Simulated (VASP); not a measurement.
A run of VASP 6.6.1 is set up as follows.

INCAR

```
PREC = Accurate
ENCUT = 500
EDIFF = 1E-6
ISMEAR = 0
SIGMA = 0.1
LREAL = False
LASPH = True
NELM = 120
ALGO = Normal
ISIF = 2
LWAVE = False
LCHARG = False
GGA = RE
NBANDS = 11
GGA_COMPAT = False
```

The input KPOINTS:

```
Automatic mesh
0
Gamma
  8 8 8
```

The input POSCAR:

```
Pt
1.0
   -1.5528115745      1.5528115745      1.5528115745
    1.5528115745     -1.5528115745      1.5528115745
    1.5528115745      1.5528115745     -1.5528115745
Pt
1
Direct
    0.0000000000      0.0000000000      0.0000000000
```

Potentials or basis: VASP PAW PBE potentials, release 64 (Pt).

Run with:

```sh
$ cat potpaw_PBE.64/Pt/POTCAR > POTCAR
$ mpirun -np 1 vasp_std > vasp.out
```

(1) Estimate the pressure.

(2) What does it give for the band gap on the k mesh?

Answers

(1) 19.5 GPa.

(2) zero (bands 5 and 6 overlap by 2.18 eV).

Caveat: the cell stands under pressure; the PAW data sets were made with another functional, which shifts forces and pressure a little; spin-orbit coupling is left out, which moves the levels of the heavy elements.
